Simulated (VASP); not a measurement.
# SiO2 (P4_32_12) in VASP: a series of runs, part 2 of 2

VASP 6.6.1. Earlier steps stand in the parts before.

## 3. Single point, PBEsol (biaxial strain in the a-b plane: -1.5 %)

Input file INCAR:

```
PREC = Accurate
ENCUT = 520
EDIFF = 1E-7
ISMEAR = 0
SIGMA = 0.02
LREAL = False
LASPH = True
NELM = 60
ALGO = Normal
ISIF = 2
LWAVE = False
LCHARG = False
GGA = PS
NBANDS = 44
```

Input file KPOINTS:

```
regular mesh
0
Gamma
  6 6 4
```

Input file POSCAR:

```
SiO2
1.0
    4.9523647430      0.0000000000      0.0000000000
    0.0000000000      4.9523647430      0.0000000000
    0.0000000000      0.0000000000      7.0687808502
Si O
4 8
Direct
    0.2019639405      0.2019639405      0.0000000000
    0.2980360595      0.7019639405      0.7500000000
    0.7019639405      0.2980360595      0.2500000000
    0.7980360595      0.7980360595      0.5000000000
    0.6018611541      0.7395004254      0.6783646081
    0.3981388459      0.2604995746      0.1783646081
    0.7395004254      0.6018611541      0.3216353919
    0.2395004254      0.8981388459      0.9283646081
    0.2604995746      0.3981388459      0.8216353919
    0.1018611541      0.7604995746      0.5716353919
    0.8981388459      0.2395004254      0.0716353919
    0.7604995746      0.1018611541      0.4283646081
```

Potentials or basis: VASP PAW PBE potentials, release 64 (Si, O).

Started as:

```sh
$ cat potpaw_PBE.64/Si/POTCAR potpaw_PBE.64/O/POTCAR > POTCAR
$ mpirun -np 1 vasp_std > vasp.out
```

Run time: 6 min. Hardware: 1 thread of Intel Xeon Platinum 8259CL at 2.50GHz (Skylake/Cascade Lake), shared host; peak memory 0.36 GiB.

Results (log left out):

| Quantity | Value |
| --- | --- |
| Free energy | -98.5987 eV |
| Pressure | 4.2 GPa |
| Largest force | 0.630 eV/Å |
| Band gap on the k mesh | 5.69 eV |

Forces on the atoms (eV/Å):
```
Si   0.350  0.350  0.000
Si  -0.350  0.350  0.000
Si   0.350 -0.350  0.000
Si  -0.350 -0.350  0.000
O    0.596  0.076 -0.191
O   -0.596 -0.076 -0.191
O    0.076  0.596  0.191
O    0.076 -0.596 -0.191
O   -0.076 -0.596  0.191
O    0.596 -0.076  0.191
O   -0.596  0.076  0.191
O   -0.076  0.596 -0.191
```

Stress tensor (GPa, compression positive):
```
5.60 0.00 0.00
0.00 5.60 0.00
0.00 0.00 1.48
```

Levels at points of the mesh, in eV from the valence-band top:
| k point | band 29 | band 30 | band 31 | band 32 | band 33 | band 34 | band 35 | band 36 |
| --- | --- | --- | --- | --- | --- | --- | --- | --- |
| (0.00, 0.00, 0.00) | -0.65 | -0.27 | -0.27 | 0.00 | 5.69 | 8.77 | 8.77 | 9.09 |
| (0.50, 0.00, 0.00) | -0.67 | -0.67 | -0.46 | -0.46 | 7.73 | 7.73 | 9.26 | 9.26 |
| (0.50, 0.50, 0.00) | -0.61 | -0.61 | -0.57 | -0.57 | 8.68 | 8.68 | 8.82 | 8.82 |
| (0.00, 0.00, 0.50) | -0.53 | -0.53 | -0.37 | -0.37 | 6.92 | 6.92 | 9.37 | 9.37 |
| (0.50, 0.00, 0.50) | -0.95 | -0.95 | -0.18 | -0.18 | 8.03 | 8.03 | 8.94 | 8.94 |
| (0.50, 0.50, 0.50) | -0.66 | -0.66 | -0.66 | -0.66 | 9.23 | 9.23 | 9.23 | 9.23 |

Caveat: the cell differs from its parent crystal (biaxial strain in the a-b plane: -1.5 %); the cell stands under pressure; the PAW data sets were made with another functional, which shifts forces and pressure a little. A k mesh can miss the band edges.

## 4. Single point, PBEsol

This run uses another cell than the first one, of 14.76 Å³/atom.

Input file INCAR:

```
ALGO = Normal
EDIFF = 1E-6
ENCUT = 520
GGA = PS
ISIF = 2
ISMEAR = 0
LASPH = True
LCHARG = False
LREAL = False
LWAVE = False
NBANDS = 44
NELM = 100
PREC = Accurate
SIGMA = 0.02
```

Input file KPOINTS:

```
k-points
0
Gamma
  6 6 4
```

POSCAR, as its differences from that of step 3:

```diff
@@ -2,5 +2,5 @@
 1.0
-    4.9523647430      0.0000000000      0.0000000000
-    0.0000000000      4.9523647430      0.0000000000
-    0.0000000000      0.0000000000      7.0687808502
+    5.0277814649      0.0000000000      0.0000000000
+    0.0000000000      5.0277814649      0.0000000000
+    0.0000000000      0.0000000000      7.0057292867
 Si O
```

Started as:

```sh
$ cat potpaw_PBE.64/Si/POTCAR potpaw_PBE.64/O/POTCAR > POTCAR
$ mpirun -np 1 vasp_std > vasp.out
```

Wall time 6.9 min (1 thread of Intel Xeon Platinum 8259CL at 2.50GHz (Skylake/Cascade Lake), shared host); peak memory 0.37 GiB.

It converged, with:

* Free energy: -98.6940 eV
* Pressure: 0.5 GPa
* Largest force: 0.024 eV/Å
* Band gap on the k mesh: 5.57 eV

Forces on the atoms (eV/Å):
```
Si  -0.017 -0.017  0.000
Si   0.017 -0.017  0.000
Si  -0.017  0.017  0.000
Si   0.017  0.017  0.000
O    0.018  0.002  0.009
O   -0.018 -0.002  0.009
O    0.002  0.018 -0.009
O    0.002 -0.018  0.009
O   -0.002 -0.018 -0.009
O    0.018 -0.002 -0.009
O   -0.018  0.002 -0.009
O   -0.002  0.018  0.009
```

Levels at points of the mesh, in eV from the valence-band top:
```tsv
k point	band 29	band 30	band 31	band 32	band 33	band 34	band 35	band 36
(0.00, 0.00, 0.00)	-0.68	-0.28	-0.28	0.00	5.57	8.65	8.65	8.98
(0.50, 0.00, 0.00)	-0.65	-0.65	-0.48	-0.48	7.57	7.57	9.11	9.11
(0.50, 0.50, 0.00)	-0.59	-0.59	-0.55	-0.55	8.55	8.55	8.65	8.65
(0.00, 0.00, 0.50)	-0.52	-0.52	-0.40	-0.40	6.80	6.80	9.25	9.25
(0.50, 0.00, 0.50)	-0.93	-0.93	-0.17	-0.17	7.83	7.83	8.84	8.84
(0.50, 0.50, 0.50)	-0.63	-0.63	-0.63	-0.63	9.07	9.07	9.07	9.07
```

Caveat: the PAW data sets were made with another functional, which shifts forces and pressure a little.

## 5. Single point, PBEsol

This run uses another cell than the first one, of 14.76 Å³/atom.

Input file INCAR:

```
SYSTEM = SiO2
PREC = Accurate
ENCUT = 520
EDIFF = 1E-6
ISMEAR = 0
SIGMA = 0.02
LREAL = .False.
LASPH = .True.
NELM = 80
ALGO = Normal
ISIF = 2
LWAVE = .False.
LCHARG = .True.
GGA = PS
LELF = .True.
LVHAR = .True.
NBANDS = 44
```

Input file KPOINTS:

```
regular mesh
0
Gamma
  6 6 4
  0 0 0
```

POSCAR is that of step 4.

Started as:

```sh
$ cat potpaw_PBE.64/Si/POTCAR potpaw_PBE.64/O/POTCAR > POTCAR
$ mpirun -np 1 vasp_std > vasp.out
```

Run time: 7.8 min. Hardware: 1 thread of Intel Xeon Platinum 8259CL at 2.50GHz (Skylake/Cascade Lake), shared host; peak memory 0.37 GiB.

The run converged. Its results:

```
Free energy            : -98.6940 eV
Pressure               : 0.5 GPa
Largest force          : 0.024 eV/Å
Band gap on the k mesh : 5.57 eV
```

Forces in eV/Å, atoms in the order of the input:
```
Si  -0.017 -0.017  0.000
Si   0.017 -0.017  0.000
Si  -0.017  0.017  0.000
Si   0.017  0.017  0.000
O    0.018  0.002  0.009
O   -0.018 -0.002  0.009
O    0.002  0.018 -0.009
O    0.002 -0.018  0.009
O   -0.002 -0.018 -0.009
O    0.018 -0.002 -0.009
O   -0.018  0.002 -0.009
O   -0.002  0.018  0.009
```

Levels at points of the mesh, in eV from the valence-band top:
| k point | band 28 | band 29 | band 30 | band 31 | band 32 | band 33 | band 34 | band 35 | band 36 | band 37 |
| --- | --- | --- | --- | --- | --- | --- | --- | --- | --- | --- |
| (0.00, 0.00, 0.00) | -1.21 | -0.68 | -0.28 | -0.28 | 0.00 | 5.57 | 8.65 | 8.65 | 8.98 | 8.98 |
| (0.50, 0.00, 0.00) | -1.02 | -0.65 | -0.65 | -0.48 | -0.48 | 7.57 | 7.57 | 9.11 | 9.11 | 9.55 |
| (0.50, 0.50, 0.00) | -1.33 | -0.59 | -0.59 | -0.55 | -0.55 | 8.55 | 8.55 | 8.65 | 8.65 | 9.63 |
| (0.00, 0.00, 0.50) | -0.80 | -0.52 | -0.52 | -0.40 | -0.40 | 6.80 | 6.80 | 9.25 | 9.25 | 9.38 |
| (0.50, 0.00, 0.50) | -0.99 | -0.93 | -0.93 | -0.17 | -0.17 | 7.83 | 7.83 | 8.84 | 8.84 | 9.14 |
| (0.50, 0.50, 0.50) | -1.35 | -0.63 | -0.63 | -0.63 | -0.63 | 9.07 | 9.07 | 9.07 | 9.07 | 9.62 |

Caveat: the PAW data sets were made with another functional, which shifts forces and pressure a little. A k mesh can miss the band edges.

## 6. The runs side by side

| cell | gap on the mesh (eV) | pressure (GPa) | largest force (eV/Å) |
| --- | --- | --- | --- |
| a = 4.952, b = 4.952, c = 6.977 Å, 12 atoms, atomic positions A | 5.63 | 1.1 | 0.03 |
| a = 4.952, b = 4.952, c = 7.069 Å, 12 atoms, atomic positions B | 5.69 | 4.2 | 0.63 |
| a = 5.028, b = 5.028, c = 7.006 Å, 12 atoms, atomic positions B | 5.57 | 0.5 | 0.02 |

Alike in all rows: task single point; level PBEsol; potentials or basis VASP PAW PBE potentials, release 64 (Si, O); no spin polarisation; k mesh 6 × 6 × 4; cutoff (eV) 520; smearing gaussian 0.02 eV.

Caveats: the PAW data sets were made with another functional, which shifts forces and pressure a little; the cell stands under pressure (at least some runs).

Absolute energies hang on the potentials; compare differences alone.
